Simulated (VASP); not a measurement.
A run of VASP 6.6.1 is set up as follows.

INCAR

```
SYSTEM = AgBr
ALGO = Normal
EDIFF = 1E-6
ENCUT = 500
GGA = PS
GGA_COMPAT = .FALSE.
ISIF = 2
ISMEAR = -1
LASPH = .TRUE.
LCHARG = .FALSE.
LMAXMIX = 4
LNONCOLLINEAR = .TRUE.
LORBIT = 11
LORBMOM = .TRUE.
LREAL = .FALSE.
LSORBIT = .TRUE.
LWAVE = .FALSE.
MAGMOM = 0 0 0 0 0 0
NBANDS = 30
NELM = 200
PREC = Accurate
SIGMA = 0.01
```

Contents of KPOINTS:

```
k-points
0
G
  8 8 8
  0 0 0
```

File POSCAR:

```
AgBr
1.0
    2.7135752537      2.7135752537      0.0000000000
   -2.7135752537      2.7135752537      0.0000000000
    0.0000000000      2.7135752537      2.7135752537
Ag Br
1 1
Direct
    0.0000000000      0.0000000000      0.0000000000
    0.5000000000      0.5000000000      0.0000000000
```

Potentials or basis: VASP PAW PBE potentials, release 64 (Ag, Br).

Launch:

```console
$ cat potpaw_PBE.64/Ag/POTCAR potpaw_PBE.64/Br/POTCAR > POTCAR
$ mpirun -np 1 vasp_ncl > vasp.out
```

Task: Estimate the net moment.

Result: 0.00 μB per cell.

Task: What does it give for the pressure?

Result: 10.0 GPa.

Moments on the atoms (μB; x, y, z):
```
Ag  0.00 0.00 0.00
Br  0.00 0.00 0.00
```

Caveat: the cell stands under pressure; the PAW data sets were made with another functional, which shifts forces and pressure a little.
